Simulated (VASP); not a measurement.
# Ti (P-1) in VASP: a series of runs, part 2 of 2

VASP 6.6.1. Earlier steps stand in the parts before.

## (3) Single point, LDA

INCAR reads:

```
PREC = Accurate ; ENCUT = 520
EDIFF = 1E-6 ; ISMEAR = 1
SIGMA = 0.05 ; LREAL = False
LASPH = True ; NELM = 60
ALGO = Fast ; ISIF = 2
LWAVE = False ; LCHARG = True
LELF = True ; LVHAR = True
NBANDS = 12
```

KPOINTS reads:

```
regular mesh
0
Gamma
  16 15 15
```

POSCAR reads:

```
Ti
1.0
    0.0217680000      1.9986910000      2.0313150000
    2.0064570000      0.0029940000      2.0500890000
    2.0395050000      2.0505140000     -0.0300550000
Ti
1
Direct
   -0.0156700000      0.0038100000      0.0066290000
```

Potentials or basis: VASP PAW LDA potentials, release 64 (Ti_sv).

Command:

```console
cat potpaw_LDA.64/Ti_sv/POTCAR > POTCAR
mpirun -np 1 vasp_std > vasp.out
```

OUTCAR:

```text
PREC = Accurate
   ENCUT = 520
   EDIFF = 1E-6
   ISMEAR = 1
   LREAL = False
   LASPH = True
   NELM = 60
   ISIF = 2

 ion  position               nearest neighbor table
   1  0.984  0.004  0.007-

  Warning from LATTYP: Got some problem with cell dimensions!
  Tried to take original basis but could not verify dimensions!
  LATTYP: Found a triclinic cell.
 ALAT       =     2.8498210801
 B/A-ratio  =     1.0148871558
 C/A-ratio  =     0.9876519367
 COS(alpha) =     0.0055260921
 COS(beta)  =     0.4871397222
 COS(gamma) =     0.4952071748

  Lattice vectors:

 A1 = (   0.0217680000,   1.9986910000,   2.0313150000)
 A2 = (   2.0395050000,   2.0505140000,  -0.0300550000)
 A3 = (  -1.9846890000,   1.9956970000,  -0.0187740000)

Analysis of symmetry for initial positions (statically):
=====================================================================
 Subroutine PRICEL returns:
 Original cell was already a primitive cell.

 Routine SETGRP: Setting up the symmetry group for a
 triclinic supercell.

 Subroutine GETGRP returns: Found  2 space group operations
 (whereof  1 operations were pure point group operations)
 out of a pool of  2 trial point group operations.

The static configuration has the point symmetry C_1 .
 The point group associated with its full space group is S_2 .

Analysis of symmetry for dynamics (positions and initial velocities):
=====================================================================
 Subroutine PRICEL returns:
 Original cell was already a primitive cell.

 Routine SETGRP: Setting up the symmetry group for a
 triclinic supercell.

 Subroutine GETGRP returns: Found  2 space group operations
 (whereof  1 operations were pure point group operations)
 out of a pool of  2 trial point group operations.

The dynamic configuration has the point symmetry C_1 .
 The point group associated with its full space group is S_2 .

 Subroutine INISYM returns: Found  2 space group operations
[... 116 lines left out ...]
  volume/ion in A,a.u.               =      16.73       112.91
  Fermi-wavevector in a.u.,A,eV,Ry     =   1.465422  2.769245 29.217970  2.147460
  Thomas-Fermi vector in A             =   2.581280
   LORBIT       =      0    0 simple, 1 ext, 2 COOP (PROOUT), +10 PAW based schemes
   GGA     = CA    functional components
   LHFCALC =     F    Hartree Fock is set to
   AEXX    =    0.0000 exact exchange contribution
   IVDW    =     0    specifies the selected vdW correction
   LEPSILON=     F    determine dielectric tensor
   LRPA    =     F    only Hartree local field effects (RPA)
 non-spin polarized calculation
 RMM-DIIS sequential band-by-band and
 Methfessel and Paxton  Order N= 1 SIGMA  =   0.05
  energy-cutoff  :      520.00
  volume of cell :       16.73
 maximum number of plane-waves:       468
 NGX is ok and might be reduce to    24
   NGX = 11   NGY = 11   NGZ = 11

 number of electron      12.0000001 magnetization

 Free energy of the ion-electron system (eV)
  ---------------------------------------------------
  ext. energy  EPLUGINS =         0.00000000
  ---------------------------------------------------
  free energy    TOTEN  =        -8.48291916 eV

  energy without entropy =       -8.48300458  energy(sigma->0) =       -8.48294763

 E-fermi :   8.3810     XC(G=0): -11.9644

 val. band max:        8.3806395646   @ k =  -0.1250   0.4667  -0.0000
 cond. band min:       8.3817391985   @ k =   0.1250  -0.2667   0.2667
 fundamental gap:      0.0010996339
 Fermi energy:         8.3810193538

 k-point     1 :       0.0000    0.0000    0.0000
  band No.  band energies     occupation
      1     -47.5798      2.00000
      2     -23.7865      2.00000
      3     -23.7564      2.00000
      4     -23.7363      2.00000
      5       2.2851      2.00000
      6       9.0281     -0.00000
      7       9.2422     -0.00000
      8       9.4605      0.00000
      9      10.8532      0.00000
     10      11.0407      0.00000
     11      23.9194      0.00000
     12      27.9364      0.00000
[... 331 lines left out ...]
 k-point    24 :      -0.1250    0.0667   -0.0000
  band No.  band energies     occupation
      1     -47.5413      2.00000
      2     -23.9332      2.00000
      3     -23.8156      2.00000
      4     -23.7839      2.00000
      5       3.1475      2.00000
      6       8.8992     -0.00000
      7       9.3599     -0.00000
      8       9.5763      0.00000
      9      10.6334      0.00000
     10      10.9087      0.00000
     11      24.4658      0.00000
     12      25.3231      0.00000

 [... further k-points ...]
[... 5 lines left out ...]
  --------------------------------------------------------------------------------------
  -------------------------------------------------------------------------------------
  Total       -0.4839412     -0.5445778     -0.5434856     -0.1385579      0.1212152      0.0156338
  in kB      -46.3431073    -52.1497822    -52.0451883    -13.2685657     11.6077948      1.4971194
  external PRESSURE =     -50.1793593 kB  Pullay stress =       0.0000000 kB

 VOLUME and BASIS-vectors are now :
 -----------------------------------------------------------------------------
  energy-cutoff  :      520.00
  volume of cell :       16.73
      direct lattice vectors                 reciprocal lattice vectors
     0.021768000  1.998691000  2.031315000    -0.251261938  0.253511952  0.245544100
     2.006457000  0.002994000  2.050089000     0.252546052 -0.247658126  0.240974267
     2.039505000  2.050514000 -0.030055000     0.244543003  0.240939312 -0.239690273

 POSITION                                       TOTAL-FORCE (eV/Angst)
 -----------------------------------------------------------------------------------
      0.04259      1.98098      2.00710         0.000000      0.000000      0.000000
 -----------------------------------------------------------------------------------
    total drift:                                0.000006      0.000004     -0.000009

  FREE ENERGIE OF THE ION-ELECTRON SYSTEM (eV)
  ---------------------------------------------------
  free  energy   TOTEN  =        -8.4829191600 eV

  energy  without entropy=       -8.4830045838  energy(sigma->0) =       -8.48294763
```

stdout:

```text
POSCAR found type information on POSCAR Ti
 POSCAR found :  1 types and       1 ions
 scaLAPACK will be used
 LDA part: xc-table for (Slater(with rela. corr.)+CA(PZ))
 , standard interpolation
 POSCAR, INCAR and KPOINTS ok, starting setup
 FFT: planning ... GRIDC
 FFT: planning ... GRID_SOFT
 FFT: planning ... GRID
 WAVECAR not read
 entering main loop
WARNING in EDDRMM: call to ZHEGV failed, returncode =   6  3      9
WARNING in EDDRMM: call to ZHEGV failed, returncode =   8  4      8
WARNING in EDDRMM: call to ZHEGV failed, returncode =   8  4      6
WARNING in EDDRMM: call to ZHEGV failed, returncode =   8  4      9
WARNING in EDDRMM: call to ZHEGV failed, returncode =   8  4     12
WARNING in EDDRMM: call to ZHEGV failed, returncode =   8  4      6
WARNING in EDDRMM: call to ZHEGV failed, returncode =   8  4      6
WARNING in EDDRMM: call to ZHEGV failed, returncode =   6  3     10
WARNING in EDDRMM: call to ZHEGV failed, returncode =   8  4     11
WARNING in EDDRMM: call to ZHEGV failed, returncode =   6  3     12
[... 36 lines left out ...]
WARNING in EDDRMM: call to ZHEGV failed, returncode =   6  3      5
WARNING in EDDRMM: call to ZHEGV failed, returncode =   6  3      5
WARNING in EDDRMM: call to ZHEGV failed, returncode =   6  3      5
WARNING in EDDRMM: call to ZHEGV failed, returncode =   6  3      5
WARNING in EDDRMM: call to ZHEGV failed, returncode =   6  3      5
WARNING in EDDRMM: call to ZHEGV failed, returncode =   6  3      5
WARNING in EDDRMM: call to ZHEGV failed, returncode =   6  3      7
WARNING in EDDRMM: call to ZHEGV failed, returncode =   6  3      5
WARNING in EDDRMM: call to ZHEGV failed, returncode =   8  4      9
WARNING in EDDRMM: call to ZHEGV failed, returncode =   6  3      9
```

It took 23 min on 1 thread of AMD EPYC, shared host; peak memory 0.4 GiB.

Results:

```yaml
Free_energy: -8.4829 eV
Pressure: -5.0 GPa
Band_gap_on_the_k_mesh: zero (band 6 reaches 9.12 eV, above the bottom of band 7 at 7.97 eV)
```
